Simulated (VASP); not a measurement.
Wanted: the native input for a VASP 6.6.1 run.

- Task: single point
- Functional: PBE
- Potentials or basis: VASP PAW PBE potentials, release 64 (Sc_sv, Si)
- Cutoff: 520 eV
- k mesh: 10 × 10 × 8
- Occupations: fermi-dirac, width 0.05 eV
- Spin: no spin polarisation
- Dipole correction: no
- Further INCAR settings: ALGO = Normal; EDIFF = 1e-07; NBANDS = 16

The structure of ScSi2 lies in POSCAR:

```
ScSi2
1.0
    3.6600000000      0.0000000000      0.0000000000
   -1.8300000000      3.1696529779      0.0000000000
    0.0000000000      0.0000000000      3.8700000000
Sc Si
1 2
Direct
    0.0000000000      0.0000000000      0.0000000000
    0.3666666666      0.6833333334      0.5000000000
    0.6333333334      0.3166666666      0.5000000000
```

This cell differs from its parent crystal: shortest bond scaled by 1.1.

The input as run:

INCAR

```
  PREC = Accurate
  ENCUT = 520
  EDIFF = 1E-7
  ISMEAR = -1
  SIGMA = 0.05
  LREAL = F
  LASPH = T
  NELM = 60
  ALGO = Normal
  ISIF = 2
  LWAVE = F
  LCHARG = T
  GGA = PE
  LELF = T
  LVHAR = T
  NBANDS = 16
```

KPOINTS

```
Automatic mesh
0
Gamma
  10 10 8
```

Potentials or basis: VASP PAW PBE potentials, release 64 (Sc_sv, Si).

The run is started by

```bash
$ cat potpaw_PBE.64/Sc_sv/POTCAR potpaw_PBE.64/Si/POTCAR > POTCAR
$ mpirun -np 1 vasp_std > vasp.out
```

It gave:

```
Pressure      : 28.8 GPa
Largest force : 3.990 eV/Å
```

Caveat: the cell differs from its parent crystal (shortest bond scaled by 1.1); forces of over 1 eV/Å act on the atoms, so gaps and moduli don't describe the material at rest.

It took 110 s on 1 thread of Intel(R) Xeon(R) Platinum 8259CL CPU @ 2.50GHz (Skylake/Cascade Lake) (shared host), peak memory 0.24 GiB.
